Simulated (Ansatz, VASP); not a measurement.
## One calculation of ZnMo3, two programs

```
CELL_PARAMETERS angstrom
3.93436 0.00000 0.00000
0.00000 3.93436 0.00000
0.00000 0.00000 3.93436
ATOMIC_POSITIONS crystal
Zn 0.00000 0.00000 0.00000
Mo 0.00000 0.50000 0.50000
Mo 0.50000 0.00000 0.50000
Mo 0.50000 0.50000 0.00000
```

Alike in both runs: functional PBE; k mesh 12 × 12 × 12; occupations gaussian, width 0.1 eV; no spin polarisation.

Ansatz relaxed the structure, and its values are those at the end. VASP's run is a single point on that final structure, the one shown.

|  | VASP | Ansatz |
| --- | --- | --- |
| version | VASP 6.6.1 | Ansatz 0.2.0 |
| potentials or method | VASP PAW PBE potentials, release 64 (Zn, Mo_sv), cutoff 520 eV | scalar-relativistic, plane waves, PAW |
| valence electrons in the cell | 54 | 54 |

|  | VASP | Ansatz | Ansatz less VASP |
| --- | --- | --- | --- |
| gap on the k mesh at the Fermi level (eV) | none | none | - |
| pressure (GPa) | 0.6 | 0.0 | -0.64 |

A gap of «none» marks a metal or a gap that the smearing closes.
